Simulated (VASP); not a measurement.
## MgO: single point with PBE

Crystal: MgO.

```xyz
2
Lattice="0.0000 2.1060 2.1060 2.1060 0.0000 2.1060 2.1060 2.1060 0.0000" Properties=species:S:1:pos:R:3 pbc="T T T"
Mg    0.0000    0.0000    0.0000
O     2.1060    2.1060    2.1060
```

| Quantity | Value |
| --- | --- |
| Program | VASP 6.6.1 |
| Task | single point |
| Functional | PBE |
| Potentials or basis | VASP PAW PBE potentials, release 64 (Mg, O) |
| Cutoff | 600 eV |
| k mesh | 8 × 8 × 8 |
| Occupations | gaussian, width 0.01 eV |
| Spin | no spin polarisation |

The pressure is 3.7 GPa and the band gap on the k mesh is 4.73 eV, direct.

Levels at points of the mesh, in eV from the valence-band top:
| k point | band 1 | band 2 | band 3 | band 4 | band 5 | band 6 | band 7 | band 8 |
| --- | --- | --- | --- | --- | --- | --- | --- | --- |
| (0.00, 0.00, 0.00) | -17.26 | 0.00 | 0.00 | 0.00 | 4.73 | 15.80 | 15.80 | 15.80 |
| (0.50, 0.00, 0.00) | -15.98 | -4.62 | -0.65 | -0.65 | 7.90 | 12.61 | 16.31 | 16.31 |
| (0.50, 0.50, 0.00) | -15.72 | -4.08 | -1.35 | -1.35 | 9.12 | 9.97 | 13.10 | 18.97 |

Wall time 9.3 s on 1 thread of Intel Xeon 8259CL (shared host), peak memory 0.14 GiB.
